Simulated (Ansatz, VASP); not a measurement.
# Mg3Ga2Sn2GeP8 in VASP and in Ansatz

```
Mg P Ga Ge Sn
1.0
    -5.76567    5.72851   -0.01583
    -5.75717   -0.00706    5.74538
     0.01968    5.73240    5.75777
Mg P Ga Ge Sn
3 8 2 1 2
Direct
  0.00742 0.00933 0.98161
  0.01325 0.50272 0.98590
  0.50559 0.50137 0.98654
  0.86119 0.88094 0.37082
  0.38868 0.87059 0.36717
  0.86174 0.38454 0.36992
  0.85995 0.87562 0.89008
  0.38443 0.36795 0.37556
  0.38450 0.88050 0.86386
  0.87064 0.37330 0.89215
  0.38361 0.36822 0.86931
  0.50547 0.01572 0.96980
  0.49620 0.48419 0.52017
  0.49267 0.99998 0.51281
  0.99054 0.99849 0.51658
  0.99059 0.48560 0.52772
```

Alike in both runs: functional PBE; k mesh 3 × 3 × 3; occupations gaussian, width 0.1 eV; no spin polarisation.

Ansatz relaxed the structure, and its values are those at the end. VASP's run is a single point on that final structure, the one shown.

```csv
,VASP,Ansatz
version,VASP 6.6.1,Ansatz 0.2.0
potentials or method,"VASP PAW PBE potentials, release 64 (Mg, P, Ga_d, Ge_d, Sn_d), cutoff 520 eV","scalar-relativistic, plane waves, PAW"
valence electrons in the cell,114,138
```

```csv
,VASP,Ansatz,Ansatz less VASP
gap on the k mesh at the Fermi level (eV),0.06,0.06,0.000
least direct gap on the mesh (eV),0.06,0.06,0.000
pressure (GPa),-0.1,0.0,+0.08
rms of the force components (eV/Å),0.017,0.016,-0.0015
```

With one functional, cell and mesh, what is left measures potentials, basis and numerics. VASP's potentials hold 114 valence electrons a cell and Ansatz's 138, so a difference there can come from the potentials and not from the codes.
